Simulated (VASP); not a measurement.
A run of VASP 6.6.1 is set up as follows.

File INCAR:

```
PREC = Accurate ; ENCUT = 520
EDIFF = 1E-6 ; ISMEAR = -1
SIGMA = 0.05 ; LREAL = False
LASPH = True ; NELM = 100
ALGO = Normal ; ISIF = 2
LWAVE = False ; LCHARG = True
LELF = True ; LVHAR = True
NBANDS = 27
```

The input KPOINTS:

```
Automatic mesh
0
Gamma
  8 8 8
```

The input POSCAR:

```
InSe
1.0
    2.0000000000      1.1547005384      8.4400000000
   -2.0000000000      1.1547005384      8.4400000000
    0.0000000000     -2.3094010768      8.4400000000
In Se
2 2
Direct
    0.8886000000      0.8886000000      0.8886000000
    0.0000000000      0.0000000000      0.0000000000
    0.1719000000      0.1719000000      0.1719000000
    0.3835000000      0.3835000000      0.3835000000
```

Potentials or basis: VASP PAW LDA potentials, release 64 (In_d, Se).

Run with:

```console
$ cat potpaw_LDA.64/In_d/POTCAR potpaw_LDA.64/Se/POTCAR > POTCAR
$ mpirun -np 1 vasp_std > vasp.out
```

Question: Estimate the pressure.

Answer: -1.4 GPa.

Question: Estimate the largest force.

Answer: 0.253 eV/Å.

Stress tensor (GPa, compression positive):
```
-0.96  0.00  0.00
 0.00 -0.96  0.00
 0.00  0.00 -2.16
```
